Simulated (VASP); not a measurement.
Crystal: Tl2GeSe4.

```
Tl Ge Se
1.0
     7.00369    0.00000    0.00000
     0.00000    7.00369    0.00000
     0.00000    0.00000    4.06503
Tl Ge Se
2 1 4
Direct
  0.50000 0.00000 0.50000
  0.00000 0.50000 0.50000
  0.00000 0.00000 0.00000
  0.23222 0.76778 0.00000
  0.23222 0.23222 0.00000
  0.76778 0.76778 0.00000
  0.76778 0.23222 0.00000
```

```yaml
Program: VASP 6.6.1
Task: relaxation of cell and atoms
Functional: PBEsol
Potentials_or_basis: VASP PAW PBE potentials, release 64 (Tl_d, Ge_d, Se)
Cutoff: 600 eV
k_mesh: 4 × 4 × 6
Occupations: fermi-dirac, width 0.03 eV
Spin: no spin polarisation
```

At the start: pressure 2.4 GPa; volume 28.49 Å³/atom.

Question: How do energy, volume and symmetry change on relaxing?

Answer: Over 17 steps the energy falls by 41.1 meV/atom and the volume is 27.01 Å³/atom (-5.2 %); space group P4/mmm (No. 123, to 0.1 Å) before and after.

Step by step:
| step | energy change (eV) | largest force (eV/Å) | pressure (GPa) | volume (Å³) |
| --- | --- | --- | --- | --- |
| 1 | 0.0000 | 1.2702 | 2.44 | 199.40 |
| 2 | -0.1140 | 0.2990 | -2.69 | 212.04 |
| 3 | -0.1876 | 0.2158 | -0.99 | 206.86 |
| 4 | -0.2238 | 0.1905 | -0.76 | 202.83 |
| 5 | -0.2768 | 0.1414 | 0.13 | 191.76 |
| 6 | -0.2781 | 0.1427 | 0.38 | 189.58 |
| 7 | -0.2801 | 0.0523 | -0.33 | 190.35 |
| 8 | -0.2817 | 0.0237 | -0.08 | 190.04 |
| 9 | -0.2837 | 0.0199 | -0.03 | 189.68 |
| 10 | -0.2870 | 0.0100 | 0.11 | 188.59 |
| 11 | -0.2870 | 0.0076 | 0.14 | 188.31 |
| 12 | -0.2866 | 0.0571 | -0.21 | 189.59 |
| 13 | -0.2873 | 0.0180 | -0.01 | 188.81 |
| 14 | -0.2873 | 0.0157 | 0.01 | 188.77 |
| 15 | -0.2873 | 0.0166 | 0.02 | 188.78 |
| 16 | -0.2873 | 0.0173 | 0.00 | 188.80 |
| 17 | -0.2875 | 0.0075 | 0.02 | 189.06 |

Final structure:
```yaml
crystal:
  lattice:
    - [6.96087, 0.00000, 0.00000]
    - [0.00000, 6.96087, 0.00000]
    - [0.00000, 0.00000, 3.90189]
  atoms:
    - { symbol: Tl, position: [0.50000, 0.00000, 0.50000] }
    - { symbol: Tl, position: [0.00000, 0.50000, 0.50000] }
    - { symbol: Ge, position: [0.00000, 0.00000, 0.00000] }
    - { symbol: Se, position: [0.24583, 0.75417, 0.00000] }
    - { symbol: Se, position: [0.24583, 0.24583, 0.00000] }
    - { symbol: Se, position: [0.75417, 0.75417, 0.00000] }
    - { symbol: Se, position: [0.75417, 0.24583, 0.00000] }
```

Caveat: the PAW data sets were made with another functional, which shifts forces and pressure a little.
